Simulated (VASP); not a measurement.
The system is CaS.

```
CELL_PARAMETERS angstrom
0.00000 2.84795 2.84795
2.84795 0.00000 2.84795
2.84795 2.84795 0.00000
ATOMIC_POSITIONS crystal
Ca 0.00000 0.00000 0.00000
S 0.50000 0.50000 0.50000
```

Base run:

- Program: VASP 6.6.1
- Functional: PBE
- Potentials or basis: VASP PAW PBE potentials, release 64 (Ca_sv, S)
- Cutoff: 500 eV
- k mesh: 6 × 6 × 6
- Occupations: gaussian, width 0.01 eV
- Spin: no spin polarisation

Its results: band gap on the k mesh 2.36 eV (least direct gap 3.16 eV); pressure 0.6 GPa.

After a change of settings the same cell gave: band gap on the k mesh 3.40 eV (least direct gap 4.31 eV); pressure 0.3 GPa. Which change was it?
A. functional from PBE to HSE06; cutoff from 500 eV to 400 eV
B. functional from PBE to PBE0; cutoff from 500 eV to 400 eV
C. functional from PBE to r2SCAN; cutoff from 500 eV to 550 eV
D. k mesh from 6 × 6 × 6 to 8 × 8 × 8

A.

Caveats: the PAW data sets were made with another functional, which shifts forces and pressure a little (at least some runs).
